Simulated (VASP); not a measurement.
# TiCo (Pm-3m) in VASP: a series of runs

The runs below take TiCo through single point, relaxation of cell and atoms, with PBEsol, PBE+D3(BJ).

Everything below comes from runs of VASP 6.6.1. Logs are shortened: lines on timing, memory, paths and dates and some standing lists are left out, and cuts for length are marked.

**1. The cell of the first run**

The structure is cubic, space group Pm-3m (No. 221). Conventional cell: a = 3.045 Å, b = 3.045 Å, c = 3.045 Å, α = 90.00°, β = 90.00°, γ = 90.00°. Co (site symmetry m-3m) has 8 Ti at 2.64 Å and 6 Co at 3.04 Å within 3.5 Å. Within 3.5 Å of Ti (site symmetry m-3m) lie 8 Co at 2.64 Å and 6 Ti at 3.04 Å.

**2. Single point, PBEsol, collinear spin, ferromagnetic start (volume scaled by 1.06)**

Contents of INCAR:

```
SYSTEM = TiCo
ALGO = Normal
EDIFF = 1E-7
ENCUT = 520
GGA = PS
ISIF = 2
ISMEAR = -1
ISPIN = 2
LASPH = .TRUE.
LCHARG = .FALSE.
LMAXMIX = 4
LORBIT = 11
LREAL = .FALSE.
LWAVE = .FALSE.
MAGMOM = 2 1
NBANDS = 22
NELM = 150
PREC = Accurate
SIGMA = 0.05
```

Contents of KPOINTS:

```
k-points
0
G
  9 9 9
  0 0 0
```

Contents of POSCAR:

```
TiCo
1.0
    3.0446770546      0.0000000000      0.0000000000
    0.0000000000      3.0446770546      0.0000000000
    0.0000000000      0.0000000000      3.0446770546
Co Ti
1 1
Direct
    0.5000000000      0.5000000000      0.5000000000
    0.0000000000      0.0000000000      0.0000000000
```

Potentials or basis: VASP PAW PBE potentials, release 64 (Co, Ti_sv).

Run with:

```sh
cat potpaw_PBE.64/Co/POTCAR potpaw_PBE.64/Ti_sv/POTCAR > POTCAR
mpirun -np 1 vasp_std > vasp.out
```

OUTCAR:

```text
SYSTEM = TiCo
   EDIFF = 1E-7
   ENCUT = 520
   GGA = PS
   ISIF = 2
   ISMEAR = -1
   ISPIN = 2
   LASPH = .TRUE.
   LORBIT = 11
   LREAL = .FALSE.
   NELM = 150
   PREC = Accurate

 ion  position               nearest neighbor table
   1  0.500  0.500  0.500-   2 2.64   2 2.64   2 2.64   2 2.64   2 2.64   2 2.64   2 2.64   2 2.64

   2  0.000  0.000  0.000-   1 2.64   1 2.64   1 2.64   1 2.64   1 2.64   1 2.64   1 2.64   1 2.64

  LATTYP: Found a simple cubic cell.
 ALAT       =     3.0446770546

  Lattice vectors:

 A1 = (   3.0446770546,   0.0000000000,   0.0000000000)
 A2 = (   0.0000000000,   3.0446770546,   0.0000000000)
 A3 = (   0.0000000000,   0.0000000000,   3.0446770546)

Analysis of symmetry for initial positions (statically):
=====================================================================
 Subroutine PRICEL returns:
 Original cell was already a primitive cell.

 Routine SETGRP: Setting up the symmetry group for a
 simple cubic supercell.

 Subroutine GETGRP returns: Found 48 space group operations
 (whereof 48 operations were pure point group operations)
 out of a pool of 48 trial point group operations.

The static configuration has the point symmetry O_h .

Analysis of symmetry for dynamics (positions and initial velocities):
=====================================================================
 Subroutine PRICEL returns:
 Original cell was already a primitive cell.

 Routine SETGRP: Setting up the symmetry group for a
 simple cubic supercell.

 Subroutine GETGRP returns: Found 48 space group operations
 (whereof 48 operations were pure point group operations)
 out of a pool of 48 trial point group operations.

The dynamic configuration has the point symmetry O_h .

Analysis of structural, dynamic, and magnetic symmetry:
=====================================================================
 Subroutine PRICEL returns:
 Original cell was already a primitive cell.

 Routine SETGRP: Setting up the symmetry group for a
 simple cubic supercell.

 Subroutine GETGRP returns: Found 48 space group operations
 (whereof 48 operations were pure point group operations)
 out of a pool of 48 trial point group operations.

The overall configuration has the point symmetry O_h .

 Subroutine INISYM returns: Found 48 space group operations
 (whereof 48 operations are pure point group operations),
 and found     1 'primitive' translations

----------------------------------------------------------------------------------------

                                     Primitive cell

  volume of cell :      28.2243

  direct lattice vectors                    reciprocal lattice vectors
     3.044677055  0.000000000  0.000000000     0.328442059  0.000000000  0.000000000
     0.000000000  3.044677055  0.000000000     0.000000000  0.328442059  0.000000000
     0.000000000  0.000000000  3.044677055     0.000000000  0.000000000  0.328442059

  length of vectors
     3.044677055  3.044677055  3.044677055     0.328442059  0.328442059  0.328442059

  position of ions in fractional coordinates (direct lattice)
     0.500000000  0.500000000  0.500000000
     0.000000000  0.000000000  0.000000000

  ion indices of the primitive-cell ions
   primitive index   ion index
                 1           1
                 2           2

----------------------------------------------------------------------------------------

 KPOINTS: k-points

Automatic generation of k-mesh.
 Grid dimensions read from file:
 generate k-points for:    9    9    9

 Generating k-lattice:

  Cartesian coordinates                     Fractional coordinates (reciprocal lattice)
     0.036493562  0.000000000  0.000000000     0.111111111  0.000000000  0.000000000
     0.000000000  0.036493562  0.000000000     0.000000000  0.111111111  0.000000000
     0.000000000  0.000000000  0.036493562     0.000000000  0.000000000  0.111111111

  Length of vectors
     0.036493562  0.036493562  0.036493562

  Shift w.r.t. Gamma in fractional coordinates (k-lattice)
     0.000000000  0.000000000  0.000000000

 Subroutine IBZKPT returns following result:
 ===========================================

 Found     35 irreducible k-points:

 Following reciprocal coordinates:
            Coordinates               Weight
  0.000000  0.000000  0.000000      1.000000
  0.111111  0.000000  0.000000      6.000000
  0.222222  0.000000  0.000000      6.000000
  0.333333  0.000000  0.000000      6.000000
  0.444444  0.000000  0.000000      6.000000
  0.111111  0.111111  0.000000     12.000000
[... 16 lines left out ...]
  0.333333  0.333333  0.111111     24.000000
  0.444444  0.333333  0.111111     48.000000
 [... further k-points ...]
   k-points           NKPTS =     35   k-points in BZ     NKDIM =     35   number of bands    NBANDS=     22
   number of dos      NEDOS =    301   number of ions     NIONS =      2
   total plane-waves  NPLWV =  13824
   dimension x,y,z NGX =    24 NGY =   24 NGZ =   24
   dimension x,y,z NGXF=    48 NGYF=   48 NGZF=   48
   ions per type =               1   1
   NGX,Y,Z   is equivalent  to a cutoff of  13.10, 13.10, 13.10 a.u.
   NGXF,Y,Z  is equivalent  to a cutoff of  26.21, 26.21, 26.21 a.u.
 SYSTEM =  TiCo
   PREC   = accura    normal or accurate (medium, high low for compatibility)
   ISTART =      0    job   : 0-new  1-cont  2-samecut
   ICHARG =      2    charge: 1-file 2-atom 10-const
   ISPIN  =      2    spin polarized calculation?
   LNONCOLLINEAR =      F non collinear calculations
   LSORBIT =      F    spin-orbit coupling
   LASPH  =      T    aspherical Exc in radial PAW
   ENCUT  =  520.0 eV  38.22 Ry    6.18 a.u.   5.66  5.66  5.66*2*pi/ulx,y,z
   NELM   =    150;   NELMIN=  2; NELMDL= -5     # of ELM steps
   EDIFF  = 0.1E-06   stopping-criterion for ELM
   LREAL  =      F    real-space projection
   EDIFFG = 0.1E-05   stopping-criterion for IOM
   NSW    =      0    number of steps for IOM
   IBRION =     -1    ionic relax: 0-MD 1-quasi-New 2-CG
   NFREE  =      0    steps in history (QN), initial steepest desc. (CG)
   ISIF   =      2    stress and relaxation
   ISYM   =      2    0-nonsym 1-usesym 2-fastsym
   POTIM  = 0.5000    time-step for ionic-motion
   TEBEG  =    0.0;   TEEND  =   0.0 temperature during run
   PSTRESS=    0.0 pullay stress
   NELECT =      21.0000    total number of electrons
   NUPDOWN=      -1.0000    fix difference up-down
   EMIN   =  10.00;   EMAX   =-10.00  energy-range for DOS
   EFERMI =   0.00;   METHOD = LEGACY
   ISMEAR =    -1;   SIGMA  =   0.05  broadening in eV -4-tet -1-fermi 0-gaus
   EFERMI_NEDOS =   21; number of points for ismear=-14 and -15
   IALGO  =     38    algorithm
   IMIX   =      4    mixing-type and parameters
     AMIX     =   0.40;   BMIX     =  1.00
     AMIX_MAG =   1.60;   BMIX_MAG =  1.00
  volume/ion in A,a.u.               =      14.11        95.23
  Fermi-wavevector in a.u.,A,eV,Ry     =   1.483452  2.803317 29.941368  2.200628
  Thomas-Fermi vector in A             =   2.597111
   LORBIT       =     11    0 simple, 1 ext, 2 COOP (PROOUT), +10 PAW based schemes
   GGA     = PS    functional components
   LHFCALC =     F    Hartree Fock is set to
   AEXX    =    0.0000 exact exchange contribution
   IVDW    =     0    specifies the selected vdW correction
   LEPSILON=     F    determine dielectric tensor
   LRPA    =     F    only Hartree local field effects (RPA)
 spin polarized calculation
  energy-cutoff  :      520.00
  volume of cell :       28.22
 maximum number of plane-waves:       776
 NGX is ok and might be reduce to    24
   NGX = 11   NGY = 11   NGZ = 11

 number of electron      21.0000012 magnetization       0.8071696

 Free energy of the ion-electron system (eV)
  ---------------------------------------------------
  ext. energy  EPLUGINS =         0.00000000
  ---------------------------------------------------
  free energy    TOTEN  =       -16.75518497 eV

  energy without entropy =      -16.73523321  energy(sigma->0) =      -16.74520909

 E-fermi :   9.0473     XC(G=0): -12.4218

 val. band max:        9.0340669933   @ k =   0.3333   0.3333   0.2222
 cond. band min:       9.0576648757   @ k =   0.3333   0.3333   0.0000
 fundamental gap:      0.0235978824
 Fermi energy:         9.0472821742

 spin component 1

 k-point     1 :       0.0000    0.0000    0.0000
  band No.  band energies     occupation
      1     -47.9578      1.00000
      2     -24.1639      1.00000
      3     -24.1639      1.00000
      4     -24.1639      1.00000
      5       1.5824      1.00000
      6       5.1784      1.00000
[... 14 lines left out ...]
     21      27.0912      0.00000
     22      29.4996      0.00000

 k-point     2 :       0.1111    0.0000    0.0000
  band No.  band energies     occupation
      1     -47.9549      1.00000
      2     -24.1932      1.00000
      3     -24.1618      1.00000
      4     -24.1618      1.00000
      5       1.8139      1.00000
      6       5.2673      1.00000
[... 14 lines left out ...]
     21      27.8946      0.00000
     22      28.8379      0.00000

 k-point     3 :       0.2222    0.0000    0.0000
  band No.  band energies     occupation
      1     -47.9475      1.00000
      2     -24.2667      1.00000
      3     -24.1563      1.00000
      4     -24.1563      1.00000
      5       2.4800      1.00000
      6       5.4962      1.00000
[... 14 lines left out ...]
     21      27.8132      0.00000
     22      29.0696      0.00000
[... 476 lines left out ...]
 k-point    23 :       0.3333    0.3333    0.1111
  band No.  band energies     occupation
      1     -47.9189      1.00000
      2     -24.3251      1.00000
      3     -24.3185      1.00000
      4     -24.1609      1.00000
      5       4.7486      1.00000
      6       5.7140      1.00000
[... 14 lines left out ...]
     21      25.7390      0.00000
     22      27.2803      0.00000

 k-point    24 :       0.4444    0.3333    0.1111
  band No.  band energies     occupation
      1     -47.9137      1.00000
      2     -24.3721      1.00000
      3     -24.3148      1.00000
      4     -24.1560      1.00000
      5       5.0193      1.00000
      6       5.5835      1.00000
[... 14 lines left out ...]
     21      25.2023      0.00000
     22      27.9698      0.00000

 [... further k-points ...]

 spin component 2

 k-point     1 :       0.0000    0.0000    0.0000
  band No.  band energies     occupation
      1     -47.9905      1.00000
      2     -24.1982      1.00000
      3     -24.1982      1.00000
      4     -24.1982      1.00000
      5       1.5760      1.00000
      6       5.7892      1.00000
[... 14 lines left out ...]
     21      27.2352      0.00000
     22      29.3977      0.00000

 k-point     2 :       0.1111    0.0000    0.0000
  band No.  band energies     occupation
      1     -47.9875      1.00000
      2     -24.2277      1.00000
      3     -24.1961      1.00000
      4     -24.1961      1.00000
      5       1.8079      1.00000
      6       5.8841      1.00000
[... 14 lines left out ...]
     21      28.0322      0.00000
     22      28.7359      0.00000

 k-point     3 :       0.2222    0.0000    0.0000
  band No.  band energies     occupation
      1     -47.9801      1.00000
      2     -24.3018      1.00000
      3     -24.1906      1.00000
      4     -24.1906      1.00000
      5       2.4763      1.00000
      6       6.0903      1.00000
[... 14 lines left out ...]
     21      27.7056      0.00000
     22      29.0449      0.00000
[... 476 lines left out ...]
 k-point    23 :       0.3333    0.3333    0.1111
  band No.  band energies     occupation
      1     -47.9512      1.00000
      2     -24.3608      1.00000
      3     -24.3542      1.00000
      4     -24.1953      1.00000
      5       4.8716      1.00000
      6       6.1424      1.00000
[... 14 lines left out ...]
     21      25.7985      0.00000
     22      27.3282      0.00000

 k-point    24 :       0.4444    0.3333    0.1111
  band No.  band energies     occupation
      1     -47.9460      1.00000
      2     -24.4083      1.00000
      3     -24.3505      1.00000
      4     -24.1904      1.00000
      5       5.2865      1.00000
      6       5.8842      1.00000
[... 14 lines left out ...]
     21      25.2421      0.00000
     22      27.9375      0.00000

 [... further k-points ...]
[... 5 lines left out ...]
  --------------------------------------------------------------------------------------
  -------------------------------------------------------------------------------------
  Total       -2.8051533     -2.8051533     -2.8051533     -0.0000000     -0.0000000      0.0000000
  in kB     -159.2368113   -159.2368113   -159.2368113     -0.0000000     -0.0000000      0.0000000
  external PRESSURE =    -159.2368113 kB  Pullay stress =       0.0000000 kB

 VOLUME and BASIS-vectors are now :
 -----------------------------------------------------------------------------
  energy-cutoff  :      520.00
  volume of cell :       28.22
      direct lattice vectors                 reciprocal lattice vectors
     3.044677055  0.000000000  0.000000000     0.328442059  0.000000000  0.000000000
     0.000000000  3.044677055  0.000000000     0.000000000  0.328442059  0.000000000
     0.000000000  0.000000000  3.044677055     0.000000000  0.000000000  0.328442059

 POSITION                                       TOTAL-FORCE (eV/Angst)
 -----------------------------------------------------------------------------------
      1.52234      1.52234      1.52234         0.000000      0.000000      0.000000
      0.00000      0.00000      0.00000         0.000000      0.000000      0.000000
 -----------------------------------------------------------------------------------
    total drift:                                0.000000      0.000000     -0.000000

  FREE ENERGIE OF THE ION-ELECTRON SYSTEM (eV)
  ---------------------------------------------------
  free  energy   TOTEN  =       -16.7551849714 eV

  energy  without entropy=      -16.7352332105  energy(sigma->0) =      -16.74520909

 total charge

# of ion       s       p       d       tot
------------------------------------------
    1        0.501   0.421   7.274   8.197
    2        2.235   6.161   1.814  10.209
--------------------------------------------------
tot          2.737   6.582   9.088  18.406

 magnetization (x)

# of ion       s       p       d       tot
------------------------------------------
    1        0.025  -0.006   0.898   0.917
    2       -0.003  -0.013  -0.036  -0.053
--------------------------------------------------
tot          0.021  -0.019   0.862   0.864
```

Run time: 35 s. Hardware: 1 thread of Intel Xeon 6975P-C, shared host; peak memory 0.17 GiB.

Results:

```
Free energy                                           : -16.7552 eV
Pressure                                              : -15.9 GPa
Net moment                                            : 0.81 μB per cell
Site moments                                          : Co +0.92; Ti -0.05 μB
Valence electrons inside the program's atomic spheres : Co 8.20; Ti 10.21
```

Levels at points of the mesh, in eV from the Fermi level:
Spin up:
```tsv
k point	band 8	band 9	band 10	band 11	band 12	band 13	band 14	band 15
(0.00, 0.00, 0.00)	-1.77	-1.77	-1.77	0.45	0.45	2.49	2.49	2.49
```
Spin down:
| k point | band 7 | band 8 | band 9 | band 10 | band 11 | band 12 | band 13 | band 14 |
| --- | --- | --- | --- | --- | --- | --- | --- | --- |
| (0.00, 0.00, 0.00) | -3.26 | -1.19 | -1.19 | -1.19 | 0.93 | 0.93 | 2.57 | 2.57 |

Caveat: the cell differs from its parent crystal (volume scaled by 1.06); the PAW data sets were made with another functional, which shifts forces and pressure a little.

**3. Relaxation of cell and atoms, PBE+D3(BJ), collinear spin, ferromagnetic start**

This run uses another cell than the first one, of 13.31 Å³/atom, 0.943 times its volume.

Contents of INCAR:

```
  PREC = Accurate
  ENCUT = 600
  EDIFF = 1E-6
  ISMEAR = -1
  SIGMA = 0.05
  LREAL = False
  LASPH = True
  NELM = 150
  ALGO = Normal
  ISIF = 3
  LWAVE = False
  LCHARG = False
  ISPIN = 2
  MAGMOM = 2 1
  LORBIT = 11
  LMAXMIX = 4
  GGA = PE
  IVDW = 12
  IBRION = 2
  NSW = 60
  EDIFFG = -0.01
```

Contents of KPOINTS:

```
regular mesh
0
Gamma
  9 9 9
```

Contents of POSCAR:

```
TiCo
1.0
    2.9861109900      0.0000000000      0.0000000000
    0.0000000000      2.9861109900      0.0000000000
    0.0000000000      0.0000000000      2.9861109900
Co Ti
1 1
Direct
    0.5000000000      0.5000000000      0.5000000000
    0.0000000000      0.0000000000      0.0000000000
```

Potentials or basis: VASP PAW PBE potentials, release 64 (Co, Ti_sv).

Run with:

```sh
cat potpaw_PBE.64/Co/POTCAR potpaw_PBE.64/Ti_sv/POTCAR > POTCAR
mpirun -np 1 vasp_std > vasp.out
```

It took 69 s on 1 thread of Intel Xeon 6975P-C, shared host; peak memory 0.18 GiB.

It converged, with:

```
Free energy                                           : -16.7920 eV
Relaxed volume                                        : 12.68 Å³/atom
Relaxed cell                                          : a = 2.938 Å, b = 2.938 Å, c = 2.938 Å, α = 90.00°, β = 90.00°, γ = 90.00°
Space group after relaxing (to 0.05 Å)                : Pm-3m (No. 221)
Energy gained by relaxing                             : 16.4 meV/atom
Ionic steps                                           : 3
Pressure after relaxing                               : 0.1 GPa
Net moment                                            : 0.69 μB per cell
Site moments                                          : Co +0.74; Ti -0.02 μB
Valence electrons inside the program's atomic spheres : Co 8.38; Ti 10.36
Dispersion energy per atom                            : -0.566 eV
```

The path:
```
step  energy change (eV)  largest force (eV/Å)  pressure (GPa)  volume (Å³)
   1              0.0000                0.0000           -7.89        26.63
   2              0.0003                0.0000            9.65        24.18
   3             -0.0329                0.0000            0.05        25.36
```

Final structure:
```yaml
crystal:
  lattice:
    - [2.93783, 0.00000, 0.00000]
    - [0.00000, 2.93783, 0.00000]
    - [0.00000, 0.00000, 2.93783]
  atoms:
    - { symbol: Co, position: [0.50000, 0.50000, 0.50000] }
    - { symbol: Ti, position: [0.00000, 0.00000, 0.00000] }
```

Levels at points of the mesh, in eV from the Fermi level:
Spin up:
```csv
k point,band 6,band 7,band 8,band 9,band 10,band 11,band 12,band 13,band 14,band 15
"(0.00, 0.00, 0.00)",-4.37,-4.37,-1.90,-1.90,-1.90,0.54,0.54,2.81,2.81,2.81
```
Spin down:
```tsv
k point	band 8	band 9	band 10	band 11	band 12	band 13
(0.00, 0.00, 0.00)	-1.47	-1.47	-1.47	0.99	0.99	2.90
```

Caveat: pairwise dispersion overbinds metals, which lowers pressure and volume.
